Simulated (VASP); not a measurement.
# TaN (NiAs type) (P6_3/mmc) in VASP: single point with PBE

Aim: the single point of TaN (NiAs type) with PBE.

Everything below comes from runs of VASP 6.6.1. Logs are shortened: lines on timing, memory, paths and dates and some standing lists are left out, and cuts for length are marked.

## 1. The cell of the first run

Symmetry: P6_3/mmc, No. 194, hexagonal system. Conventional cell: a = 2.841 Å, b = 2.841 Å, c = 5.795 Å, α = 90.00°, β = 90.00°, γ = 120.00°. Within 2.9 Å of Ta (site symmetry -3m) lie 6 N at 2.19 Å and 8 Ta at 2.84 to 2.90 Å. N (site symmetry -6m2) has 6 Ta at 2.19 Å and 6 N at 2.84 Å within 2.9 Å.

## 2. Single point, PBE

INCAR

```
SYSTEM = TaN
PREC = Accurate
ENCUT = 520
EDIFF = 1E-6
ISMEAR = -1
SIGMA = 0.08
LREAL = .FALSE.
LASPH = .TRUE.
NELM = 60
ALGO = Normal
ISIF = 2
LWAVE = .FALSE.
LCHARG = .FALSE.
GGA = PE
NBANDS = 24
```

KPOINTS

```
regular mesh
0
G
  11 11 6
  0 0 0
```

POSCAR

```
TaN
1.0
    2.8412368998      0.0000000000      0.0000000000
   -1.4206184499      2.4605833334      0.0000000000
    0.0000000000      0.0000000000      5.7954167010
Ta N
2 2
Direct
    0.0000000000      0.0000000000      0.0000000000
    0.0000000000      0.0000000000      0.5000000000
    0.3333333333      0.6666666667      0.2500000000
    0.6666666667      0.3333333333      0.7500000000
```

Potentials or basis: VASP PAW PBE potentials, release 64 (Ta_pv, N).

On the command line:

```bash
> cat potpaw_PBE.64/Ta_pv/POTCAR potpaw_PBE.64/N/POTCAR > POTCAR
> mpirun -np 1 vasp_std > vasp.out
```

OUTCAR:

```text
SYSTEM = TaN
   PREC = Accurate
   ENCUT = 520
   EDIFF = 1E-6
   ISMEAR = -1
   LREAL = .FALSE.
   LASPH = .TRUE.
   NELM = 60
   ISIF = 2
   GGA = PE

 ion  position               nearest neighbor table
   1  0.000  0.000  0.000-   3 2.19   4 2.19   4 2.19   3 2.19   4 2.19   3 2.19   2 2.90   2 2.90

   2  0.000  0.000  0.500-   3 2.19   4 2.19   4 2.19   3 2.19   4 2.19   3 2.19   1 2.90   1 2.90

   3  0.333  0.667  0.250-   1 2.19   2 2.19   1 2.19   2 2.19   1 2.19   2 2.19
   4  0.667  0.333  0.750-   1 2.19   2 2.19   1 2.19   2 2.19   1 2.19   2 2.19

  LATTYP: Found a hexagonal cell.
 ALAT       =     2.8412368998
 C/A-ratio  =     2.0397513144

  Lattice vectors:

 A1 = (   2.8412368998,   0.0000000000,   0.0000000000)
 A2 = (  -1.4206184499,   2.4605833334,   0.0000000000)
 A3 = (   0.0000000000,   0.0000000000,   5.7954167010)

Analysis of symmetry for initial positions (statically):
=====================================================================
 Subroutine PRICEL returns:
 Original cell was already a primitive cell.

 Routine SETGRP: Setting up the symmetry group for a
 hexagonal supercell.

 Subroutine GETGRP returns: Found 24 space group operations
 (whereof 12 operations were pure point group operations)
 out of a pool of 24 trial point group operations.

The static configuration has the point symmetry D_3d.
 The point group associated with its full space group is D_6h.

Analysis of symmetry for dynamics (positions and initial velocities):
=====================================================================
 Subroutine PRICEL returns:
 Original cell was already a primitive cell.

 Routine SETGRP: Setting up the symmetry group for a
 hexagonal supercell.

 Subroutine GETGRP returns: Found 24 space group operations
 (whereof 12 operations were pure point group operations)
 out of a pool of 24 trial point group operations.

The dynamic configuration has the point symmetry D_3d.
 The point group associated with its full space group is D_6h.

 Subroutine INISYM returns: Found 24 space group operations
 (whereof 12 operations are pure point group operations),
 and found     1 'primitive' translations

----------------------------------------------------------------------------------------

                                     Primitive cell
[... 92 lines left out ...]
   LASPH  =      T    aspherical Exc in radial PAW
   ENCUT  =  520.0 eV  38.22 Ry    6.18 a.u.   5.28  5.28 10.78*2*pi/ulx,y,z
   NELM   =     60;   NELMIN=  2; NELMDL= -5     # of ELM steps
   EDIFF  = 0.1E-05   stopping-criterion for ELM
   LREAL  =      F    real-space projection
   EDIFFG = 0.1E-04   stopping-criterion for IOM
   NSW    =      0    number of steps for IOM
   IBRION =     -1    ionic relax: 0-MD 1-quasi-New 2-CG
   NFREE  =      0    steps in history (QN), initial steepest desc. (CG)
   ISIF   =      2    stress and relaxation
   ISYM   =      2    0-nonsym 1-usesym 2-fastsym
   POTIM  = 0.5000    time-step for ionic-motion
   TEBEG  =    0.0;   TEEND  =   0.0 temperature during run
   PSTRESS=    0.0 pullay stress
   NELECT =      32.0000    total number of electrons
   NUPDOWN=      -1.0000    fix difference up-down
   EMIN   =  10.00;   EMAX   =-10.00  energy-range for DOS
   EFERMI =   0.00;   METHOD = LEGACY
   ISMEAR =    -1;   SIGMA  =   0.08  broadening in eV -4-tet -1-fermi 0-gaus
   EFERMI_NEDOS =   21; number of points for ismear=-14 and -15
   IALGO  =     38    algorithm
   IMIX   =      4    mixing-type and parameters
     AMIX     =   0.40;   BMIX     =  1.00
     AMIX_MAG =   1.60;   BMIX_MAG =  1.00
  volume/ion in A,a.u.               =      10.13        68.35
  Fermi-wavevector in a.u.,A,eV,Ry     =   1.513264  2.859655 31.156914  2.289969
  Thomas-Fermi vector in A             =   2.623078
   LORBIT       =      0    0 simple, 1 ext, 2 COOP (PROOUT), +10 PAW based schemes
   GGA     = PE    functional components
   LHFCALC =     F    Hartree Fock is set to
   AEXX    =    0.0000 exact exchange contribution
   IVDW    =     0    specifies the selected vdW correction
   LEPSILON=     F    determine dielectric tensor
   LRPA    =     F    only Hartree local field effects (RPA)
 non-spin polarized calculation
  energy-cutoff  :      520.00
  volume of cell :       40.52
 maximum number of plane-waves:      1110
 NGX is ok and might be reduce to    24
   NGX = 11   NGY = 11   NGZ = 21

 number of electron      31.9999998 magnetization

 Free energy of the ion-electron system (eV)
  ---------------------------------------------------
  ext. energy  EPLUGINS =         0.00000000
  ---------------------------------------------------
  free energy    TOTEN  =       -43.75975234 eV

  energy without entropy =      -43.73771244  energy(sigma->0) =      -43.74873239

 E-fermi :   8.9328     XC(G=0): -13.6937

 val. band max:        8.9110911468   @ k =   0.0909   0.0000   0.1667
 cond. band min:       8.9805683691   @ k =   0.0909   0.0000   0.0000
 fundamental gap:      0.0694772222
 Fermi energy:         8.9327817082

 k-point     1 :       0.0000    0.0000    0.0000
  band No.  band energies     occupation
      1     -26.7208      2.00000
      2     -25.7716      2.00000
      3     -25.4346      2.00000
      4     -25.4346      2.00000
      5     -25.3579      2.00000
      6     -25.3579      2.00000
[... 637 lines left out ...]
     23      14.7838      0.00000
     24      15.7451      0.00000

 [... further k-points ...]

------------------------ aborting loop because EDIFF is reached ----------------------------------------

  FORCE on cell =-STRESS in cart. coord.  units (eV):
  Direction    XX          YY          ZZ          XY          YZ          ZX
  --------------------------------------------------------------------------------------
  -------------------------------------------------------------------------------------
  Total        7.3260055      7.3260055      7.3656198      0.0000000      0.0000000      0.0000000
  in kB      289.6994226    289.6994226    291.2659305      0.0000000      0.0000000      0.0000000
  external PRESSURE =     290.2215919 kB  Pullay stress =       0.0000000 kB

 VOLUME and BASIS-vectors are now :
 -----------------------------------------------------------------------------
  energy-cutoff  :      520.00
  volume of cell :       40.52
      direct lattice vectors                 reciprocal lattice vectors
     2.841236900  0.000000000  0.000000000     0.351959388  0.203203847  0.000000000
    -1.420618450  2.460583333  0.000000000     0.000000000  0.406407695  0.000000000
     0.000000000  0.000000000  5.795416701     0.000000000  0.000000000  0.172550146

 POSITION                                       TOTAL-FORCE (eV/Angst)
 -----------------------------------------------------------------------------------
      0.00000      0.00000      0.00000         0.000000      0.000000     -0.000000
      0.00000      0.00000      2.89771         0.000000      0.000000     -0.000000
     -0.00000      1.64039      1.44885        -0.000000      0.000000      0.000000
      1.42062      0.82019      4.34656         0.000000      0.000000     -0.000000
 -----------------------------------------------------------------------------------
    total drift:                               -0.000000      0.000000      0.000000

  FREE ENERGIE OF THE ION-ELECTRON SYSTEM (eV)
  ---------------------------------------------------
  free  energy   TOTEN  =       -43.7597523368 eV

  energy  without entropy=      -43.7377124433  energy(sigma->0) =      -43.74873239
```

Run time: 61 s. Hardware: 1 thread of Intel Xeon 8259CL, shared host; peak memory 0.21 GiB.

Results:

```yaml
Free_energy: -43.7598 eV
Pressure: 29.0 GPa
Band_gap_on_the_k_mesh: zero (bands 16 and 17 overlap by 1.18 eV)
```

Stress tensor (GPa, compression positive):
```
28.97  0.00  0.00
 0.00 28.97  0.00
 0.00  0.00 29.13
```

Caveat: the cell stands under pressure; spin-orbit coupling is left out, which moves the levels of the heavy elements.

The gap in the log of VASP goes by the Fermi energy; the results here count the filled bands.